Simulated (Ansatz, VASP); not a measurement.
## Two plane-wave programs on Mg

File INCAR:

```
SYSTEM = Mg
ALGO = Normal ; EDIFF = 1E-6
ENCUT = 520 ; GGA = PS
ISIF = 2 ; ISMEAR = -1
IVDW = 13 ; LASPH = .TRUE.
LCHARG = .TRUE. ; LELF = .TRUE.
LREAL = .FALSE. ; LVHAR = .TRUE.
LWAVE = .FALSE. ; NBANDS = 9
NELM = 60 ; PREC = Accurate
SIGMA = 0.05
```

File KPOINTS:

```
k-points
0
G
  10 10 5
  0 0 0
```

Contents of POSCAR:

```
Mg
1.0
    3.2722434310      0.0000000000      0.0000000000
   -1.6361217155      2.8338459386      0.0000000000
    0.0000000000      0.0000000000      5.3124886887
Mg
2
Direct
    0.6666666667      0.3333333333      0.7500000000
    0.3333333333      0.6666666667      0.2500000000
```

Contents of input.yaml:

```yaml
crystal:
  lattice:
    - [3.272243431, 0.0, 0.0]
    - [-1.6361217155, 2.8338459386, 0.0]
    - [0.0, 0.0, 5.3124886887]
  atoms:
    - { symbol: Mg, position: [0.6666666667, 0.3333333333, 0.75] }
    - { symbol: Mg, position: [0.3333333333, 0.6666666667, 0.25] }
hamiltonian:
  xc: pbesol
  pseudopotentials: { kind: paw }
  dispersion: d4
kpoints:
  mp_grid: { grid: [10, 10, 5] }
scf:
  occupations: { method: fermi_dirac, width: 0.05 }
output:
  forces: true
  stress: true
  eigenvalues: true
```

Alike in both runs: task single point; functional PBEsol; dispersion D4; k mesh 10 × 10 × 5; occupations fermi-dirac, width 0.05 eV; no spin polarisation.

|  | VASP | Ansatz |
| --- | --- | --- |
| version | VASP 6.6.1 | Ansatz 0.2.0 |
| potentials or method | VASP PAW PBE potentials, release 64 (Mg) | Ansatz PAW |
| plane-wave cutoff (eV) | 520 | 420 |
| valence electrons in the cell | 4 | 20 |

Ansatz gave:

* gap on the k mesh at the Fermi level (eV): none
* pressure (GPa): -3.3
* traceless stress, the component that is largest in VASP (GPa): 0.83

Question: Which values does VASP return?

Answer: gap on the k mesh at the Fermi level (eV): none; pressure (GPa): -3.4; traceless stress, the component that is largest in VASP (GPa): 0.83.

VASP's potentials were made for PBE, not for PBEsol. A gap of «none» marks a metal or a gap that the smearing closes. VASP's potentials hold 4 valence electrons a cell and Ansatz's 20, so a difference there can come from the potentials and not from the codes.
